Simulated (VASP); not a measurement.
# SiMo3: single point with PBE+D4

The system is SiMo3.

```
CELL_PARAMETERS angstrom
4.88900 0.00000 0.00000
0.00000 4.88900 0.00000
0.00000 0.00000 4.88900
ATOMIC_POSITIONS crystal
Si 0.00000 0.00000 0.00000
Si 0.50000 0.50000 0.50000
Mo 0.25000 0.00000 0.50000
Mo 0.50000 0.75000 0.00000
Mo 0.75000 0.00000 0.50000
Mo 0.50000 0.25000 0.00000
Mo 0.00000 0.50000 0.75000
Mo 0.00000 0.50000 0.25000
```

```
Program             : VASP 6.6.1
Task                : single point
Functional          : PBE
Dispersion          : D4
Potentials or basis : VASP PAW PBE potentials, release 64 (Si, Mo_sv)
Cutoff              : 520 eV
k mesh              : 5 × 5 × 5
Occupations         : methfessel-paxton, width 0.05 eV
Spin                : no spin polarisation
```

```json
{
  "Pressure": "-3.7 GPa",
  "Band gap on the k mesh": "zero (bands 46 and 47 overlap by 1.75 eV)",
  "Dispersion energy per atom": "-0.599 eV"
}
```

Levels at points of the mesh, in eV from the Fermi level:
```
           k point  band 41  band 42  band 43  band 44  band 45  band 46  band 47  band 48  band 49  band 50
(0.00, 0.00, 0.00)    -2.25    -2.25    -1.66    -1.66     1.16     1.16     1.16     1.96     2.28     2.28
```

Run time: 28 s on 1 thread of Intel(R) Xeon(R) 6975P-C (Granite Rapids) (shared host), peak memory 0.21 GiB.

Caveat: the cell stands under tension.
